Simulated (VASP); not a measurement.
# WC (Fm-3m) in VASP: further runs, part 2 of 3

VASP 6.6.1. The steps go on from the part before.

### Step 4. Single point, PBEsol

This run uses another cell than the first one, of 10.33 Å³/atom, 1.043 times its volume.

The input, INCAR:

```
SYSTEM = WC
PREC = Accurate ; ENCUT = 520
EDIFF = 1E-6 ; ISMEAR = -1
SIGMA = 0.15 ; LREAL = .False.
LASPH = .True. ; NELM = 60
ALGO = Normal ; ISIF = 2
LWAVE = .False. ; LCHARG = .True.
GGA = PS ; LELF = .True.
LVHAR = .True. ; NBANDS = 16
```

The input, KPOINTS:

```
regular mesh
0
Gamma
  11 11 11
  0 0 0
```

The input, POSCAR:

```
WC
1.0
    0.0000000000      2.1779635834      2.1779635834
    2.1779635834      0.0000000000      2.1779635834
    2.1779635834      2.1779635834      0.0000000000
W C
1 1
Direct
    0.0000000000      0.0000000000      0.0000000000
    0.5000000000      0.5000000000      0.5000000000
```

Potentials or basis: VASP PAW PBE potentials, release 64 (W_sv, C).

The run is started by

```bash
$ cat potpaw_PBE.64/W_sv/POTCAR potpaw_PBE.64/C/POTCAR > POTCAR
$ mpirun -np 1 vasp_std > vasp.out
```

OUTCAR:

```text
SYSTEM = WC
   PREC = Accurate
   ENCUT = 520
   EDIFF = 1E-6
   ISMEAR = -1
   LREAL = .False.
   LASPH = .True.
   NELM = 60
   ISIF = 2
   GGA = PS

 ion  position               nearest neighbor table
   1  0.000  0.000  0.000-   2 2.18   2 2.18   2 2.18   2 2.18   2 2.18   2 2.18
   2  0.500  0.500  0.500-   1 2.18   1 2.18   1 2.18   1 2.18   1 2.18   1 2.18

  LATTYP: Found a face centered cubic cell.
 ALAT       =     4.3559271668

  Lattice vectors:

 A1 = (   0.0000000000,   2.1779635834,   2.1779635834)
 A2 = (   2.1779635834,   0.0000000000,   2.1779635834)
 A3 = (   2.1779635834,   2.1779635834,   0.0000000000)

Analysis of symmetry for initial positions (statically):
=====================================================================
 Subroutine PRICEL returns:
 Original cell was already a primitive cell.

 Routine SETGRP: Setting up the symmetry group for a
 face centered cubic supercell.

 Subroutine GETGRP returns: Found 48 space group operations
 (whereof 48 operations were pure point group operations)
 out of a pool of 48 trial point group operations.

The static configuration has the point symmetry O_h .

Analysis of symmetry for dynamics (positions and initial velocities):
=====================================================================
 Subroutine PRICEL returns:
 Original cell was already a primitive cell.

 Routine SETGRP: Setting up the symmetry group for a
 face centered cubic supercell.

 Subroutine GETGRP returns: Found 48 space group operations
 (whereof 48 operations were pure point group operations)
 out of a pool of 48 trial point group operations.

The dynamic configuration has the point symmetry O_h .

 Subroutine INISYM returns: Found 48 space group operations
 (whereof 48 operations are pure point group operations),
 and found     1 'primitive' translations

[... 102 lines left out ...]
   POTIM  = 0.5000    time-step for ionic-motion
   TEBEG  =    0.0;   TEEND  =   0.0 temperature during run
   PSTRESS=    0.0 pullay stress
   NELECT =      18.0000    total number of electrons
   NUPDOWN=      -1.0000    fix difference up-down
   EMIN   =  10.00;   EMAX   =-10.00  energy-range for DOS
   EFERMI =   0.00;   METHOD = LEGACY
   ISMEAR =    -1;   SIGMA  =   0.15  broadening in eV -4-tet -1-fermi 0-gaus
   EFERMI_NEDOS =   21; number of points for ismear=-14 and -15
   IALGO  =     38    algorithm
   IMIX   =      4    mixing-type and parameters
     AMIX     =   0.40;   BMIX     =  1.00
     AMIX_MAG =   1.60;   BMIX_MAG =  1.00
  volume/ion in A,a.u.               =      10.33        69.72
  Fermi-wavevector in a.u.,A,eV,Ry     =   1.563526  2.954635 33.260978  2.444613
  Thomas-Fermi vector in A             =   2.666284
   LORBIT       =      0    0 simple, 1 ext, 2 COOP (PROOUT), +10 PAW based schemes
   GGA     = PS    functional components
   LHFCALC =     F    Hartree Fock is set to
   AEXX    =    0.0000 exact exchange contribution
   IVDW    =     0    specifies the selected vdW correction
   LEPSILON=     F    determine dielectric tensor
   LRPA    =     F    only Hartree local field effects (RPA)
 non-spin polarized calculation
  energy-cutoff  :      520.00
  volume of cell :       20.66
 maximum number of plane-waves:       566
   NGX = 11   NGY = 11   NGZ = 11

 number of electron      18.0000000 magnetization

 Free energy of the ion-electron system (eV)
  ---------------------------------------------------
  ext. energy  EPLUGINS =         0.00000000
  ---------------------------------------------------
  free energy    TOTEN  =       -23.02849721 eV

  energy without entropy =      -22.94762604  energy(sigma->0) =      -22.98806163

 E-fermi :  12.5477     XC(G=0): -13.9540

 val. band max:       12.5426501716   @ k =  -0.2727   0.4545   0.1818
 cond. band min:      12.5601000261   @ k =   0.2727   0.2727   0.0000
 fundamental gap:      0.0174498545
 Fermi energy:        12.5476655918

 k-point     1 :       0.0000    0.0000    0.0000
  band No.  band energies     occupation
      1     -62.7920      2.00000
      2     -26.7877      2.00000
      3     -26.7877      2.00000
      4     -26.7877      2.00000
      5      -3.3944      2.00000
      6       9.7260      2.00000
[... 433 lines left out ...]
      3     -26.9318      2.00000
      4     -26.8187      2.00000
      5      -1.1955      2.00000
      6       5.5698      2.00000
[... 8 lines left out ...]
     15      25.4490      0.00000
     16      26.4576      0.00000

 [... further k-points ...]
[... 5 lines left out ...]
  --------------------------------------------------------------------------------------
  -------------------------------------------------------------------------------------
  Total       -0.1588464     -0.1588464     -0.1588464     -0.0000000     -0.0000000      0.0000000
  in kB      -12.3170336    -12.3170336    -12.3170336     -0.0000000     -0.0000000      0.0000000
  external PRESSURE =     -12.3170336 kB  Pullay stress =       0.0000000 kB

 VOLUME and BASIS-vectors are now :
 -----------------------------------------------------------------------------
  energy-cutoff  :      520.00
  volume of cell :       20.66
      direct lattice vectors                 reciprocal lattice vectors
     0.000000000  2.177963583  2.177963583    -0.229572250  0.229572250  0.229572250
     2.177963583  0.000000000  2.177963583     0.229572250 -0.229572250  0.229572250
     2.177963583  2.177963583  0.000000000     0.229572250  0.229572250 -0.229572250

 POSITION                                       TOTAL-FORCE (eV/Angst)
 -----------------------------------------------------------------------------------
      0.00000      0.00000      0.00000         0.000000      0.000000     -0.000000
      2.17796      2.17796      2.17796         0.000000      0.000000      0.000000
 -----------------------------------------------------------------------------------
    total drift:                                0.000000     -0.000000     -0.000000

  FREE ENERGIE OF THE ION-ELECTRON SYSTEM (eV)
  ---------------------------------------------------
  free  energy   TOTEN  =       -23.0284972116 eV

  energy  without entropy=      -22.9476260393  energy(sigma->0) =      -22.98806163
```

OSZICAR:

```text
N       E                     dE             d eps       ncg     rms          rms(c)
DAV:   1     0.108650438016E+03    0.10865E+03   -0.92666E+03  1792   0.125E+03
DAV:   2    -0.231004201237E+02   -0.13175E+03   -0.12690E+03  2104   0.336E+02
DAV:   3    -0.263087560703E+02   -0.32083E+01   -0.31785E+01  2032   0.492E+01
DAV:   4    -0.263251442214E+02   -0.16388E-01   -0.16386E-01  2296   0.394E+00
DAV:   5    -0.263252562092E+02   -0.11199E-03   -0.11199E-03  2032   0.313E-01    0.325E+01
DAV:   6    -0.231378176374E+02    0.31874E+01   -0.78466E+00  2208   0.268E+01    0.877E+00
DAV:   7    -0.230617201296E+02    0.76098E-01   -0.41959E-01  1808   0.520E+00    0.669E+00
DAV:   8    -0.230300535246E+02    0.31667E-01   -0.74408E-02  2080   0.221E+00    0.129E+00
DAV:   9    -0.230286080848E+02    0.14454E-02   -0.28280E-03  1944   0.467E-01    0.108E-01
DAV:  10    -0.230284962004E+02    0.11188E-03   -0.33365E-04  2184   0.209E-01    0.457E-02
DAV:  11    -0.230284976256E+02   -0.14252E-05   -0.10114E-05  2000   0.309E-02    0.901E-03
DAV:  12    -0.230284972116E+02    0.41397E-06   -0.53573E-07  1208   0.805E-03
   1 F= -.23028497E+02 E0= -.22988062E+02  d E =-.808712E-01
```

stdout:

```text
POSCAR found type information on POSCAR W C
 POSCAR found :  2 types and       2 ions
 scaLAPACK will be used
 -----------------------------------------------------------------------------
|                                                                             |
|                                                                             |
|     You enforced a specific xc type in the INCAR file but a different       |
|     I HOPE YOU KNOW WHAT YOU ARE DOING!                                     |
|                                                                             |
 -----------------------------------------------------------------------------

 LDA part: xc-table for (Slater+PW92), standard interpolation
 POSCAR, INCAR and KPOINTS ok, starting setup
 FFT: planning ... GRIDC
 FFT: planning ... GRID_SOFT
 FFT: planning ... GRID
 WAVECAR not read
 entering main loop
```

Run time: 13 s. Hardware: 1 thread of Intel Xeon Platinum 8559C (Emerald Rapids), shared host; peak memory 0.15 GiB.

What came out:

```
Free energy            : -23.0285 eV
Pressure               : -1.2 GPa
Band gap on the k mesh : zero (band 9 reaches 13.54 eV, above the bottom of band 10 at 10.37 eV)
```

Caveat: the PAW data sets were made with another functional, which shifts forces and pressure a little; spin-orbit coupling is left out, which moves the levels of the heavy elements.

### Step 5. Single point, PBEsol

This run uses another cell than the first one, of 10.54 Å³/atom, 1.064 times its volume.

The input, INCAR:

```
SYSTEM = WC
PREC = Accurate
ENCUT = 520
EDIFF = 1E-6
ISMEAR = -1
SIGMA = 0.15
LREAL = .FALSE.
LASPH = .TRUE.
NELM = 80
ALGO = Normal
ISIF = 2
LWAVE = .FALSE.
LCHARG = .FALSE.
GGA = PS
NBANDS = 16
```

The input, KPOINTS:

```
Automatic mesh
0
G
  11 11 11
  0 0 0
```

The input, POSCAR:

```
WC
1.0
    0.0000000000      2.1926800000      2.1926800000
    2.1926800000      0.0000000000      2.1926800000
    2.1926800000      2.1926800000      0.0000000000
W C
1 1
Direct
    0.0000000000      0.0000000000      0.0000000000
    0.5000000000      0.5000000000      0.5000000000
```

Potentials or basis: VASP PAW PBE potentials, release 64 (W_sv, C).

The run is started by

```bash
$ cat potpaw_PBE.64/W_sv/POTCAR potpaw_PBE.64/C/POTCAR > POTCAR
$ mpirun -np 1 vasp_std > vasp.out
```

OUTCAR:

```text
SYSTEM = WC
   PREC = Accurate
   ENCUT = 520
   EDIFF = 1E-6
   ISMEAR = -1
   LREAL = .FALSE.
   LASPH = .TRUE.
   NELM = 80
   ISIF = 2
   GGA = PS

 ion  position               nearest neighbor table
   1  0.000  0.000  0.000-   2 2.19   2 2.19   2 2.19   2 2.19   2 2.19   2 2.19
   2  0.500  0.500  0.500-   1 2.19   1 2.19   1 2.19   1 2.19   1 2.19   1 2.19

  LATTYP: Found a face centered cubic cell.
 ALAT       =     4.3853600000

  Lattice vectors:

 A1 = (   0.0000000000,   2.1926800000,   2.1926800000)
 A2 = (   2.1926800000,   0.0000000000,   2.1926800000)
 A3 = (   2.1926800000,   2.1926800000,   0.0000000000)

Analysis of symmetry for initial positions (statically):
=====================================================================
 Subroutine PRICEL returns:
 Original cell was already a primitive cell.

 Routine SETGRP: Setting up the symmetry group for a
 face centered cubic supercell.

 Subroutine GETGRP returns: Found 48 space group operations
 (whereof 48 operations were pure point group operations)
 out of a pool of 48 trial point group operations.

The static configuration has the point symmetry O_h .

Analysis of symmetry for dynamics (positions and initial velocities):
=====================================================================
 Subroutine PRICEL returns:
 Original cell was already a primitive cell.

 Routine SETGRP: Setting up the symmetry group for a
 face centered cubic supercell.

 Subroutine GETGRP returns: Found 48 space group operations
 (whereof 48 operations were pure point group operations)
 out of a pool of 48 trial point group operations.

The dynamic configuration has the point symmetry O_h .

 Subroutine INISYM returns: Found 48 space group operations
 (whereof 48 operations are pure point group operations),
 and found     1 'primitive' translations

[... 102 lines left out ...]
   POTIM  = 0.5000    time-step for ionic-motion
   TEBEG  =    0.0;   TEEND  =   0.0 temperature during run
   PSTRESS=    0.0 pullay stress
   NELECT =      18.0000    total number of electrons
   NUPDOWN=      -1.0000    fix difference up-down
   EMIN   =  10.00;   EMAX   =-10.00  energy-range for DOS
   EFERMI =   0.00;   METHOD = LEGACY
   ISMEAR =    -1;   SIGMA  =   0.15  broadening in eV -4-tet -1-fermi 0-gaus
   EFERMI_NEDOS =   21; number of points for ismear=-14 and -15
   IALGO  =     38    algorithm
   IMIX   =      4    mixing-type and parameters
     AMIX     =   0.40;   BMIX     =  1.00
     AMIX_MAG =   1.60;   BMIX_MAG =  1.00
  volume/ion in A,a.u.               =      10.54        71.14
  Fermi-wavevector in a.u.,A,eV,Ry     =   1.553032  2.934805 32.816007  2.411908
  Thomas-Fermi vector in A             =   2.657321
   LORBIT       =      0    0 simple, 1 ext, 2 COOP (PROOUT), +10 PAW based schemes
   GGA     = PS    functional components
   LHFCALC =     F    Hartree Fock is set to
   AEXX    =    0.0000 exact exchange contribution
   IVDW    =     0    specifies the selected vdW correction
   LEPSILON=     F    determine dielectric tensor
   LRPA    =     F    only Hartree local field effects (RPA)
 non-spin polarized calculation
  energy-cutoff  :      520.00
  volume of cell :       21.08
 maximum number of plane-waves:       578
   NGX = 11   NGY = 11   NGZ = 11

 number of electron      18.0000001 magnetization

 Free energy of the ion-electron system (eV)
  ---------------------------------------------------
  ext. energy  EPLUGINS =         0.00000000
  ---------------------------------------------------
  free energy    TOTEN  =       -23.01563026 eV

  energy without entropy =      -22.93280335  energy(sigma->0) =      -22.97421681

 E-fermi :  12.2349     XC(G=0): -13.8416

 val. band max:       12.2323992349   @ k =  -0.2727   0.4545   0.1818
 cond. band min:      12.2383788106   @ k =  -0.0909   0.0909   0.0000
 fundamental gap:      0.0059795757
 Fermi energy:        12.2349184315

 k-point     1 :       0.0000    0.0000    0.0000
  band No.  band energies     occupation
      1     -63.1164      2.00000
      2     -27.1135      2.00000
      3     -27.1135      2.00000
      4     -27.1135      2.00000
      5      -3.5263      2.00000
      6       9.4919      2.00000
[... 433 lines left out ...]
      3     -27.2471      2.00000
      4     -27.1427      2.00000
      5      -1.3829      2.00000
      6       5.3869      2.00000
[... 8 lines left out ...]
     15      24.9930      0.00000
     16      25.9017      0.00000

 [... further k-points ...]
[... 5 lines left out ...]
  --------------------------------------------------------------------------------------
  -------------------------------------------------------------------------------------
  Total       -1.1354373     -1.1354373     -1.1354373      0.0000000      0.0000000      0.0000000
  in kB      -86.2815552    -86.2815552    -86.2815552      0.0000000      0.0000000      0.0000000
  external PRESSURE =     -86.2815552 kB  Pullay stress =       0.0000000 kB

 VOLUME and BASIS-vectors are now :
 -----------------------------------------------------------------------------
  energy-cutoff  :      520.00
  volume of cell :       21.08
      direct lattice vectors                 reciprocal lattice vectors
     0.000000000  2.192680000  2.192680000    -0.228031450  0.228031450  0.228031450
     2.192680000  0.000000000  2.192680000     0.228031450 -0.228031450  0.228031450
     2.192680000  2.192680000  0.000000000     0.228031450  0.228031450 -0.228031450

 POSITION                                       TOTAL-FORCE (eV/Angst)
 -----------------------------------------------------------------------------------
      0.00000      0.00000      0.00000         0.000000      0.000000      0.000000
      2.19268      2.19268      2.19268         0.000000      0.000000      0.000000
 -----------------------------------------------------------------------------------
    total drift:                                0.000000     -0.000000     -0.000000

  FREE ENERGIE OF THE ION-ELECTRON SYSTEM (eV)
  ---------------------------------------------------
  free  energy   TOTEN  =       -23.0156302637 eV

  energy  without entropy=      -22.9328033470  energy(sigma->0) =      -22.97421681
```

stdout:

```text
POSCAR found type information on POSCAR W C
 POSCAR found :  2 types and       2 ions
 scaLAPACK will be used
 -----------------------------------------------------------------------------
|                                                                             |
|                                                                             |
|     You enforced a specific xc type in the INCAR file but a different       |
|     I HOPE YOU KNOW WHAT YOU ARE DOING!                                     |
|                                                                             |
 -----------------------------------------------------------------------------

 LDA part: xc-table for (Slater+PW92), standard interpolation
 POSCAR, INCAR and KPOINTS ok, starting setup
 FFT: planning ... GRIDC
 FFT: planning ... GRID_SOFT
 FFT: planning ... GRID
 WAVECAR not read
 entering main loop
```

It took 10 s on 1 thread of Intel Xeon Platinum 8559C (Emerald Rapids), shared host; peak memory 0.15 GiB.

Results:

```yaml
Free_energy: -23.0156 eV
Pressure: -8.6 GPa
Band_gap_on_the_k_mesh: zero (band 9 reaches 13.19 eV, above the bottom of band 10 at 10.12 eV)
```

Levels at points of the mesh, in eV from the Fermi level:
| k point | band 5 | band 6 | band 7 | band 8 | band 9 | band 10 | band 11 | band 12 | band 13 | band 14 |
| --- | --- | --- | --- | --- | --- | --- | --- | --- | --- | --- |
| (0.00, 0.00, 0.00) | -15.76 | -2.74 | -2.74 | -2.74 | -1.01 | -1.01 | -1.01 | -0.96 | -0.96 | 6.54 |

Caveat: the PAW data sets were made with another functional, which shifts forces and pressure a little; spin-orbit coupling is left out, which moves the levels of the heavy elements.

[end of part 2 of 3]
